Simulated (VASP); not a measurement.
# Fe (Fm-3m) in VASP: further runs

The runs below take Fe through single point, with BLYP.

Everything below comes from runs of VASP 6.6.1. Logs are shortened: lines on timing, memory, paths and dates and some standing lists are left out, and cuts for length are marked.

### 1 The cell of the first run

It takes space group Fm-3m (No. 225, cubic). The conventional cell has a = 3.497 Å, b = 3.497 Å, c = 3.497 Å, α = 90.00°, β = 90.00°, γ = 90.00°. Within 3.3 Å of Fe (site symmetry m-3m) lie 12 Fe at 2.47 Å.

### 2 Single point, BLYP

Input file INCAR:

```
SYSTEM = Fe
AGGAC = 1.0 ; AGGAX = 1.0
ALDAC = 0.0 ; ALDAX = 1.0
ALGO = Normal ; EDIFF = 1E-6
ENCUT = 520 ; GGA = B5
ISIF = 2 ; ISMEAR = -1
LASPH = .True. ; LCHARG = .True.
LELF = .True. ; LREAL = .False.
LVHAR = .True. ; LWAVE = .False.
NBANDS = 10 ; NELM = 80
PREC = Accurate ; SIGMA = 0.1
```

Input file KPOINTS:

```
k-points
0
Gamma
  25 25 25
  0 0 0
```

Input file POSCAR:

```
Fe
1.0
    0.0000000000      1.7484790206      1.7484790206
    1.7484790206      0.0000000000      1.7484790206
    1.7484790206      1.7484790206      0.0000000000
Fe
1
Direct
    0.0000000000      0.0000000000      0.0000000000
```

Potentials or basis: VASP PAW PBE potentials, release 64 (Fe).

The run is started by

```sh
cat potpaw_PBE.64/Fe/POTCAR > POTCAR
mpirun -np 1 vasp_std > vasp.out
```

OUTCAR:

```text
SYSTEM = Fe
   EDIFF = 1E-6
   ENCUT = 520
   GGA = B5
   ISIF = 2
   ISMEAR = -1
   LASPH = .True.
   LREAL = .False.
   NELM = 80
   PREC = Accurate

 ion  position               nearest neighbor table
   1  0.000  0.000  0.000-

  LATTYP: Found a face centered cubic cell.
 ALAT       =     3.4969580412

  Lattice vectors:

 A1 = (   0.0000000000,   1.7484790206,   1.7484790206)
 A2 = (   1.7484790206,   0.0000000000,   1.7484790206)
 A3 = (   1.7484790206,   1.7484790206,   0.0000000000)

Analysis of symmetry for initial positions (statically):
=====================================================================
 Subroutine PRICEL returns:
 Original cell was already a primitive cell.

 Routine SETGRP: Setting up the symmetry group for a
 face centered cubic supercell.

 Subroutine GETGRP returns: Found 48 space group operations
 (whereof 48 operations were pure point group operations)
 out of a pool of 48 trial point group operations.

The static configuration has the point symmetry O_h .

Analysis of symmetry for dynamics (positions and initial velocities):
=====================================================================
 Subroutine PRICEL returns:
 Original cell was already a primitive cell.

 Routine SETGRP: Setting up the symmetry group for a
 face centered cubic supercell.

 Subroutine GETGRP returns: Found 48 space group operations
 (whereof 48 operations were pure point group operations)
 out of a pool of 48 trial point group operations.

The dynamic configuration has the point symmetry O_h .

 Subroutine INISYM returns: Found 48 space group operations
 (whereof 48 operations are pure point group operations),
 and found     1 'primitive' translations

----------------------------------------------------------------------------------------

                                     Primitive cell

  volume of cell :      10.6908

  direct lattice vectors                    reciprocal lattice vectors
     0.000000000  1.748479021  1.748479021    -0.285962825  0.285962825  0.285962825
     1.748479021  0.000000000  1.748479021     0.285962825 -0.285962825  0.285962825
     1.748479021  1.748479021  0.000000000     0.285962825  0.285962825 -0.285962825

  length of vectors
     2.472722744  2.472722744  2.472722744     0.495302142  0.495302142  0.495302142

  position of ions in fractional coordinates (direct lattice)
     0.000000000  0.000000000  0.000000000

  ion indices of the primitive-cell ions
   primitive index   ion index
                 1           1

----------------------------------------------------------------------------------------

 KPOINTS: k-points

Automatic generation of k-mesh.
 Grid dimensions read from file:
 generate k-points for:   25   25   25

 Generating k-lattice:

  Cartesian coordinates                     Fractional coordinates (reciprocal lattice)
    -0.011438513  0.011438513  0.011438513     0.040000000  0.000000000  0.000000000
     0.011438513 -0.011438513  0.011438513     0.000000000  0.040000000  0.000000000
     0.011438513  0.011438513 -0.011438513     0.000000000  0.000000000  0.040000000

  Length of vectors
     0.019812086  0.019812086  0.019812086

  Shift w.r.t. Gamma in fractional coordinates (k-lattice)
     0.000000000  0.000000000  0.000000000

 Subroutine IBZKPT returns following result:
 ===========================================

 Found    455 irreducible k-points:

 Following reciprocal coordinates:
            Coordinates               Weight
  0.000000  0.000000  0.000000      1.000000
  0.040000  0.000000  0.000000      8.000000
  0.080000  0.000000  0.000000      8.000000
  0.120000  0.000000  0.000000      8.000000
  0.160000  0.000000  0.000000      8.000000
  0.200000  0.000000  0.000000      8.000000
[... 16 lines left out ...]
  0.400000  0.040000  0.000000     24.000000
  0.440000  0.040000  0.000000     24.000000
 [... further k-points ...]
   k-points           NKPTS =    455   k-points in BZ     NKDIM =    455   number of bands    NBANDS=     10
   number of dos      NEDOS =    301   number of ions     NIONS =      1
   total plane-waves  NPLWV =   5832
   dimension x,y,z NGX =    18 NGY =   18 NGZ =   18
   dimension x,y,z NGXF=    36 NGYF=   36 NGZF=   36
   ions per type =               1
   NGX,Y,Z   is equivalent  to a cutoff of  12.10, 12.10, 12.10 a.u.
   NGXF,Y,Z  is equivalent  to a cutoff of  24.20, 24.20, 24.20 a.u.
 SYSTEM =  Fe
   PREC   = accura    normal or accurate (medium, high low for compatibility)
   ISTART =      0    job   : 0-new  1-cont  2-samecut
   ICHARG =      2    charge: 1-file 2-atom 10-const
   ISPIN  =      1    spin polarized calculation?
   LNONCOLLINEAR =      F non collinear calculations
   LSORBIT =      F    spin-orbit coupling
   LASPH  =      T    aspherical Exc in radial PAW
   ENCUT  =  520.0 eV  38.22 Ry    6.18 a.u.   4.60  4.60  4.60*2*pi/ulx,y,z
   NELM   =     80;   NELMIN=  2; NELMDL= -5     # of ELM steps
   EDIFF  = 0.1E-05   stopping-criterion for ELM
   LREAL  =      F    real-space projection
   EDIFFG = 0.1E-04   stopping-criterion for IOM
   NSW    =      0    number of steps for IOM
   IBRION =     -1    ionic relax: 0-MD 1-quasi-New 2-CG
   NFREE  =      0    steps in history (QN), initial steepest desc. (CG)
   ISIF   =      2    stress and relaxation
   ISYM   =      2    0-nonsym 1-usesym 2-fastsym
   POTIM  = 0.5000    time-step for ionic-motion
   TEBEG  =    0.0;   TEEND  =   0.0 temperature during run
   PSTRESS=    0.0 pullay stress
   NELECT =       8.0000    total number of electrons
   NUPDOWN=      -1.0000    fix difference up-down
   EMIN   =  10.00;   EMAX   =-10.00  energy-range for DOS
   EFERMI =   0.00;   METHOD = LEGACY
   ISMEAR =    -1;   SIGMA  =   0.10  broadening in eV -4-tet -1-fermi 0-gaus
   EFERMI_NEDOS =   21; number of points for ismear=-14 and -15
   IALGO  =     38    algorithm
   IMIX   =      4    mixing-type and parameters
     AMIX     =   0.40;   BMIX     =  1.00
     AMIX_MAG =   1.60;   BMIX_MAG =  1.00
  volume/ion in A,a.u.               =      10.69        72.15
  Fermi-wavevector in a.u.,A,eV,Ry     =   1.486281  2.808665 30.055714  2.209033
  Thomas-Fermi vector in A             =   2.599587
   LORBIT       =      0    0 simple, 1 ext, 2 COOP (PROOUT), +10 PAW based schemes
   GGA     = B5    functional components
   LHFCALC =     F    Hartree Fock is set to
   AEXX    =    0.0000 exact exchange contribution
   IVDW    =     0    specifies the selected vdW correction
   LEPSILON=     F    determine dielectric tensor
   LRPA    =     F    only Hartree local field effects (RPA)
 non-spin polarized calculation
  energy-cutoff  :      520.00
  volume of cell :       10.69
 maximum number of plane-waves:       299
   NGX =  9   NGY =  9   NGZ =  9

 number of electron       7.9999999 magnetization

 Free energy of the ion-electron system (eV)
  ---------------------------------------------------
  ext. energy  EPLUGINS =         0.00000000
  ---------------------------------------------------
  free energy    TOTEN  =        -7.01170183 eV

  energy without entropy =       -6.95027913  energy(sigma->0) =       -6.98099048

 E-fermi :   6.8128     XC(G=0): -12.8812

 val. band max:        6.8111253041   @ k =   0.3600   0.2800   0.0800
 cond. band min:       6.8135911344   @ k =   0.2400   0.0000   0.0000
 fundamental gap:      0.0024658303
 Fermi energy:         6.8127689781

 k-point     1 :       0.0000    0.0000    0.0000
  band No.  band energies     occupation
      1      -1.5821      2.00000
      2       5.2750      2.00000
      3       5.2750      2.00000
      4       5.2750      2.00000
      5       6.7214      1.42766
      6       6.7214      1.42766
      7      30.1068      0.00000
      8      35.1331      0.00000
      9      35.1331      0.00000
     10      35.1331      0.00000

 k-point     2 :       0.0400    0.0000    0.0000
  band No.  band energies     occupation
      1      -1.5158      2.00000
      2       5.2513      2.00000
      3       5.2943      2.00000
      4       5.2943      2.00000
      5       6.7122      1.46455
      6       6.7122      1.46455
      7      30.0333      0.00000
      8      34.2200      0.00000
      9      35.0405      0.00000
     10      35.0405      0.00000

 k-point     3 :       0.0800    0.0000    0.0000
  band No.  band energies     occupation
      1      -1.3192      2.00000
      2       5.1839      2.00000
      3       5.3481      2.00000
      4       5.3481      2.00000
      5       6.6884      1.55224
      6       6.6884      1.55224
      7      29.6783      0.00000
      8      32.7392      0.00000
      9      34.8099      0.00000
     10      34.8099      0.00000

 k-point     4 :       0.1200    0.0000    0.0000
  band No.  band energies     occupation
      1      -0.9986      2.00000
      2       5.0839      2.00000
      3       5.4240      2.00000
      4       5.4240      2.00000
      5       6.6630      1.63437
      6       6.6630      1.63436
      7      28.6673      0.00000
      8      31.7418      0.00000
      9      34.5235      0.00000
     10      34.5235      0.00000

 k-point     5 :       0.1600    0.0000    0.0000
  band No.  band energies     occupation
      1      -0.5666      2.00000
      2       4.9697      2.00000
      3       5.4994      2.00000
      4       5.4994      2.00000
      5       6.6584      1.64788
      6       6.6584      1.64787
      7      27.0402      0.00000
      8      31.2807      0.00000
      9      34.2357      0.00000
     10      34.2357      0.00000

 k-point     6 :       0.2000    0.0000    0.0000
  band No.  band energies     occupation
      1      -0.0442      2.00000
      2       4.8680      2.00000
      3       5.5446      1.99999
      4       5.5446      1.99999
      5       6.7030      1.49951
      6       6.7030      1.49951
      7      25.1993      0.00000
      8      30.9557      0.00000
      9      33.9717      0.00000
     10      33.9717      0.00000
[... 183 lines left out ...]
 k-point    21 :       0.3200    0.0400    0.0000
  band No.  band energies     occupation
      1       1.5001      2.00000
      2       4.9414      2.00000
      3       5.4170      2.00000
      4       5.4805      2.00000
      5       7.0549      0.16308
      6       7.2293      0.03056
      7      20.3597      0.00000
      8      29.7177      0.00000
      9      32.0971      0.00000
     10      34.8002      0.00000

 k-point    22 :       0.3600    0.0400    0.0000
  band No.  band energies     occupation
      1       1.8968      2.00000
      2       5.2793      2.00000
      3       5.3394      2.00000
      4       5.4044      2.00000
      5       7.3074      0.01412
      6       7.4102      0.00507
      7      18.6837      0.00000
      8      29.3480      0.00000
      9      31.9910      0.00000
     10      34.2661      0.00000

 k-point    23 :       0.4000    0.0400    0.0000
  band No.  band energies     occupation
      1       2.1334      2.00000
      2       5.2471      2.00000
      3       5.3309      2.00000
      4       5.8128      1.99991
      5       7.5676      0.00105
      6       7.5736      0.00099
      7      17.1664      0.00000
      8      29.0288      0.00000
      9      31.9719      0.00000
     10      33.6669      0.00000

 k-point    24 :       0.4400    0.0400    0.0000
  band No.  band energies     occupation
      1       2.2482      2.00000
      2       5.1885      2.00000
      3       5.2712      2.00000
      4       6.3628      1.97802
      5       7.6812      0.00034
      6       7.8516      0.00006
      7      15.8988      0.00000
      8      28.7852      0.00000
      9      32.0548      0.00000
     10      33.1037      0.00000

 [... further k-points ...]

------------------------ aborting loop because EDIFF is reached ----------------------------------------

  FORCE on cell =-STRESS in cart. coord.  units (eV):
  Direction    XX          YY          ZZ          XY          YZ          ZX
  --------------------------------------------------------------------------------------
  -------------------------------------------------------------------------------------
  Total        0.0100417      0.0100417      0.0100417      0.0000000     -0.0000000      0.0000000
  in kB        1.5048948      1.5048948      1.5048948      0.0000000     -0.0000000      0.0000000
  external PRESSURE =       1.5048948 kB  Pullay stress =       0.0000000 kB

 VOLUME and BASIS-vectors are now :
 -----------------------------------------------------------------------------
  energy-cutoff  :      520.00
  volume of cell :       10.69
      direct lattice vectors                 reciprocal lattice vectors
     0.000000000  1.748479021  1.748479021    -0.285962825  0.285962825  0.285962825
     1.748479021  0.000000000  1.748479021     0.285962825 -0.285962825  0.285962825
     1.748479021  1.748479021  0.000000000     0.285962825  0.285962825 -0.285962825

 POSITION                                       TOTAL-FORCE (eV/Angst)
 -----------------------------------------------------------------------------------
      0.00000      0.00000      0.00000         0.000000     -0.000000     -0.000000
 -----------------------------------------------------------------------------------
    total drift:                                0.000000     -0.000000      0.000000

  FREE ENERGIE OF THE ION-ELECTRON SYSTEM (eV)
  ---------------------------------------------------
  free  energy   TOTEN  =        -7.0117018326 eV

  energy  without entropy=       -6.9502791318  energy(sigma->0) =       -6.98099048
```

It took 64 s on 1 thread of AMD EPYC 7R43 (Zen 3), shared host; peak memory 0.12 GiB.

What came out:

| Property | Result |
| --- | --- |
| Free energy | -7.0117 eV |
| Pressure | 0.2 GPa |
| Band gap on the k mesh | zero (band 4 reaches 7.99 eV, above the bottom of band 5 at 6.03 eV) |

Caveat: the PAW data sets were made with another functional, which shifts forces and pressure a little; the run has no spin polarisation, though such a crystal can be magnetic. Spin polarisation is off, so any magnetic state and its effect on volume and gap are missing.

### 3 Single point, BLYP, collinear spin, ferromagnetic start

This run uses another cell than the first one, of 12.57 Å³/atom, 1.176 times its volume.

Input file INCAR:

```
SYSTEM = Fe
PREC = Accurate
ENCUT = 520
EDIFF = 1E-7
ISMEAR = -1
SIGMA = 0.05
LREAL = .FALSE.
LASPH = .TRUE.
NELM = 150
ALGO = Normal
ISIF = 2
LWAVE = .FALSE.
LCHARG = .FALSE.
ISPIN = 2
MAGMOM = 2.657
LORBIT = 11
LMAXMIX = 4
GGA = B5
ALDAX = 1.0
AGGAX = 1.0
AGGAC = 1.0
ALDAC = 0.0
NBANDS = 14
```

Input file KPOINTS:

```
regular mesh
0
G
  24 24 24
  0 0 0
```

Input file POSCAR:

```
Fe
1.0
    0.0000000000      1.8456030165      1.8456030165
    1.8456030165      0.0000000000      1.8456030165
    1.8456030165      1.8456030165      0.0000000000
Fe
1
Direct
    0.0000000000      0.0000000000      0.0000000000
```

Potentials or basis: VASP PAW PBE potentials, release 64 (Fe).

The run is started by

```sh
cat potpaw_PBE.64/Fe/POTCAR > POTCAR
mpirun -np 1 vasp_std > vasp.out
```

OUTCAR:

```text
SYSTEM = Fe
   PREC = Accurate
   ENCUT = 520
   EDIFF = 1E-7
   ISMEAR = -1
   LREAL = .FALSE.
   LASPH = .TRUE.
   NELM = 150
   ISIF = 2
   ISPIN = 2
   LORBIT = 11
   GGA = B5

 ion  position               nearest neighbor table
   1  0.000  0.000  0.000-

  LATTYP: Found a face centered cubic cell.
 ALAT       =     3.6912060330

  Lattice vectors:

 A1 = (   0.0000000000,   1.8456030165,   1.8456030165)
 A2 = (   1.8456030165,   0.0000000000,   1.8456030165)
[... 1023 lines left out ...]
  -------------------------------------------------------------------------------------
  Total       -0.0411888     -0.0411888     -0.0411888     -0.0000000     -0.0000000      0.0000000
  in kB       -5.2486168     -5.2486168     -5.2486168     -0.0000000     -0.0000000      0.0000000
  external PRESSURE =      -5.2486168 kB  Pullay stress =       0.0000000 kB

 VOLUME and BASIS-vectors are now :
 -----------------------------------------------------------------------------
  energy-cutoff  :      520.00
  volume of cell :       12.57
      direct lattice vectors                 reciprocal lattice vectors
     0.000000000  1.845603016  1.845603016    -0.270914165  0.270914165  0.270914165
     1.845603016  0.000000000  1.845603016     0.270914165 -0.270914165  0.270914165
     1.845603016  1.845603016  0.000000000     0.270914165  0.270914165 -0.270914165

 POSITION                                       TOTAL-FORCE (eV/Angst)
 -----------------------------------------------------------------------------------
      0.00000      0.00000      0.00000        -0.000000      0.000000      0.000000
 -----------------------------------------------------------------------------------
    total drift:                                0.000000      0.000000      0.000000

  FREE ENERGIE OF THE ION-ELECTRON SYSTEM (eV)
  ---------------------------------------------------
  free  energy   TOTEN  =        -7.0461886942 eV

  energy  without entropy=       -7.0353498440  energy(sigma->0) =       -7.04076927

 total charge

# of ion       s       p       d       tot
------------------------------------------
    1        0.456   0.447   6.219   7.123

 magnetization (x)

# of ion       s       p       d       tot
------------------------------------------
    1       -0.018  -0.047   2.645   2.579
```

OSZICAR:

```text
N       E                     dE             d eps       ncg     rms          rms(c)
DAV:   1     0.231552678316E+02    0.23155E+02   -0.37692E+03 24932   0.674E+02
DAV:   2    -0.694067434262E+01   -0.30096E+02   -0.27715E+02 24952   0.126E+02
DAV:   3    -0.793480446017E+01   -0.99413E+00   -0.97887E+00 28048   0.238E+01
DAV:   4    -0.793854663036E+01   -0.37422E-02   -0.37416E-02 26896   0.133E+00
DAV:   5    -0.793856706927E+01   -0.20439E-04   -0.20439E-04 28090   0.101E-01    0.995E+00
DAV:   6    -0.715178817482E+01    0.78678E+00   -0.12412E+01 29146   0.382E+01    0.664E+00
DAV:   7    -0.698980358180E+01    0.16198E+00   -0.13647E+00 28162   0.120E+01    0.294E+00
DAV:   8    -0.701281044363E+01   -0.23007E-01   -0.16990E-02 29086   0.919E-01    0.242E+00
DAV:   9    -0.704249037141E+01   -0.29680E-01   -0.10222E-01 30814   0.248E+00    0.137E+00
DAV:  10    -0.702814593698E+01    0.14344E-01   -0.17964E-02 32272   0.865E-01    0.166E+00
DAV:  11    -0.704624557853E+01   -0.18100E-01   -0.37754E-02 28020   0.141E+00    0.229E-01
DAV:  12    -0.704500691745E+01    0.12387E-02   -0.64523E-04 29086   0.200E-01    0.454E-01
DAV:  13    -0.704544992801E+01   -0.44301E-03   -0.10378E-04 28946   0.725E-02    0.329E-01
DAV:  14    -0.704616465613E+01   -0.71473E-03   -0.96671E-04 28460   0.212E-01    0.714E-02
DAV:  15    -0.704618204352E+01   -0.17387E-04   -0.12393E-05 34340   0.270E-02    0.337E-02
DAV:  16    -0.704618849722E+01   -0.64537E-05   -0.83001E-06 29518   0.203E-02    0.908E-03
DAV:  17    -0.704618876127E+01   -0.26405E-06   -0.53360E-07 23546   0.511E-03    0.789E-04
DAV:  18    -0.704618869416E+01    0.67117E-07   -0.15025E-08 13094   0.109E-03
   1 F= -.70461887E+01 E0= -.70407693E+01  d E =-.108389E-01  mag=     2.5787
```

Run time: 1.8 min. Hardware: 1 thread of Intel Xeon Platinum 8488C (Sapphire Rapids), shared host; peak memory 0.22 GiB.

Results:

```
Free energy                                           : -7.0462 eV
Pressure                                              : -0.5 GPa
Net moment                                            : 2.58 μB per cell
Site moments                                          : Fe +2.58 μB
Valence electrons inside the program's atomic spheres : Fe 7.12
```

Caveat: the PAW data sets were made with another functional, which shifts forces and pressure a little.
